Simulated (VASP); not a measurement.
KI, 4 atoms in the cell. Symmetry: Cmcm, No. 63, orthorhombic system. The conventional cell has a = 5.025 Å, b = 8.510 Å, c = 8.677 Å, α = 90.00°, β = 90.00°, γ = 90.00°. K (site symmetry 2/m) has 6 I at 3.59 to 3.62 Å and 2 K at 4.34 Å within 4.7 Å. I (site symmetry m2m) has 6 K at 3.59 to 3.62 Å within 4.7 Å. 

```yaml
Program: VASP 6.6.1
Task: single point
Functional: PBEsol
Potentials_or_basis: VASP PAW PBE potentials, release 64 (K_sv, I)
Cutoff: 520 eV
k_mesh: 4 × 4 × 2
Occupations: gaussian, width 0.01 eV
Spin: no spin polarisation
Dipole_correction: no
Further_INCAR_settings: ALGO = Normal; EDIFF = 1e-06; NBANDS = 24
```

Potentials or basis: VASP PAW PBE potentials, release 64 (K_sv, I).

Run with:

```console
$ cat potpaw_PBE.64/K_sv/POTCAR potpaw_PBE.64/I/POTCAR > POTCAR
$ mpirun -np 1 vasp_std > vasp.out
```

Hardware: 1 thread of AMD EPYC 7R43 64-Core Processor (Zen 3) (shared host).

Question: Estimate the wall time of this run.

Answer: Wall time 3.6 min on 1 thread of AMD EPYC 7R43 64-Core Processor (Zen 3), on a shared host, peak memory 0.29 GiB. Counts: scf iterations 14, k points 14.
